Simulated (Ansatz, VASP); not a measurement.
**One calculation of Ru, two programs**

```
Ru
1.0
     0.00000    2.65357    2.65357
     2.65357    0.00000    2.65357
     2.65357    2.65357    0.00000
Ru
2
Direct
  0.12500 0.12500 0.12500
  0.87500 0.87500 0.87500
```

Alike in both runs: task single point; functional BLYP; k mesh 11 × 11 × 11; occupations fermi-dirac, width 0.1 eV; no spin polarisation.

|  | VASP | Ansatz |
| --- | --- | --- |
| version | VASP 6.6.1 | Ansatz 0.2.0 |
| potentials or method | VASP PAW PBE potentials, release 64 (Ru_pv), cutoff 520 eV | plane waves (420 eV) with PAW, scalar-relativistic |
| valence electrons in the cell | 28 | 32 |

|  | VASP | Ansatz | Ansatz less VASP |
| --- | --- | --- | --- |
| pressure (GPa) | 25.8 | 24.8 | -0.98 |

VASP's potentials were made for PBE, not for BLYP. VASP's potentials hold 28 valence electrons a cell and Ansatz's 32, so a difference there can come from the potentials and not from the codes.
